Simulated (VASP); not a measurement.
Write the native input for VASP 6.6.1 that does the following.

| Property | Result |
| --- | --- |
| Task | single point |
| Functional | RPBE |
| Potentials or basis | VASP PAW PBE potentials, release 64 (F, C, H) |
| Cutoff | 720 eV |
| k mesh | 1 × 1 × 1 |
| Occupations | gaussian, width 0.03 eV |
| Spin | no spin polarisation |
| Tolerance level | standard |
| Purpose | forces |
| Further INCAR settings | ALGO = Normal; EDIFF = 1e-08; NBANDS = 36; NELMDL = -8; ISIF = 0 |

The structure of F2CH2 lies in POSCAR:

```
H2CF2
1.0
   12.0000000000      0.0000000000      0.0000000000
    0.0000000000     11.0000000000      0.0000000000
    0.0000000000      0.0000000000     11.0000000000
F C H
2 1 2
Direct
    0.4109250000      0.5224136400      0.5664772700
    0.5912416700      0.4887409100      0.5678318200
    0.5012083300      0.5034954500      0.4955136400
    0.4884750000      0.4202227300      0.4430409100
    0.5141416700      0.5835954500      0.4428954500
```

This cell differs from its parent crystal: last atom moved by 0.05 Å along z.

These files were run (other wordings do the same):

INCAR

```
SYSTEM = H2CF2
ALGO = Normal ; EDIFF = 1E-8
EFERMI = MIDGAP ; ENCUT = 720
GGA = RP ; GGA_COMPAT = .False.
ISIF = 0 ; ISMEAR = 0
LASPH = .True. ; LCHARG = .False.
LREAL = .False. ; LWAVE = .False.
NBANDS = 36 ; NELM = 120
NELMDL = -8 ; PREC = Accurate
SIGMA = 0.03
```

KPOINTS

```
k-points
0
Gamma
  1 1 1
```

Potentials or basis: VASP PAW PBE potentials, release 64 (F, C, H).

Launch:

```sh
$ cat potpaw_PBE.64/F/POTCAR potpaw_PBE.64/C/POTCAR potpaw_PBE.64/H/POTCAR > POTCAR
$ mpirun -np 1 vasp_gam > vasp.out
```

Results of the run:

| Quantity | Value |
| --- | --- |
| Largest force | 1.599 eV/Å |
| Gap between the frontier levels | 7.51 eV |

Caveat: the cell differs from its parent crystal (last atom moved by 0.05 Å along z); the PAW data sets were made with another functional, which shifts forces and pressure a little.

It took 2.9 min on 1 thread of Intel(R) Xeon(R) 6975P-C (Granite Rapids), with other jobs on the host, peak memory 1.6 GiB.
